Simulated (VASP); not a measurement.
Crystal: MnO2.

```
CELL_PARAMETERS angstrom
2.90416 0.00000 0.00000
0.00000 3.84481 0.00000
0.00000 0.00000 6.16426
ATOMIC_POSITIONS crystal
Mn 0.50000 0.50000 0.34330
Mn 0.00000 0.00000 0.65670
O 0.50000 0.00000 0.83757
O 0.00000 0.50000 0.16243
O 0.50000 0.00000 0.42180
O 0.00000 0.50000 0.57820
```

Base run:

```yaml
Program: VASP 6.6.1
Functional: PBE
Potentials_or_basis: VASP PAW PBE potentials, release 64 (Mn_pv, O)
Cutoff: 520 eV
k_mesh: 8 × 6 × 4
Occupations: fermi-dirac, width 0.05 eV
Spin: collinear spin, ferromagnetic start
Starting_moments: "[1.0, 1.0, 0.0, 0.0, 0.0, 0.0] μB"
Fixed_moment: 2 μB
```

Its results: pressure -14.1 GPa; site moments Mn +1.01; O -0.03, -0.00 (each value once) μB; largest force 1.981 eV/Å.

Q: The run is repeated on the same cell with these changes: fixed moment from 2 μB to 6 μB; moments at the start from [1.0, 1.0, 0.0, 0.0, 0.0, 0.0] to [3.0, 3.0, 0.0, 0.0, 0.0, 0.0]. What comes out?

A: Pressure -6.4 GPa; site moments Mn +2.79; O +0.11, -0.01 (each value once) μB; largest force 0.673 eV/Å.

Caveats: the cell stands under tension; the total moment is fixed, so each spin has its own Fermi level; only a ferromagnetic start was run, and an antiferromagnetic order may lie lower in energy; forces of over 1 eV/Å act on the atoms, so gaps and moduli don't describe the material at rest (at least some runs).
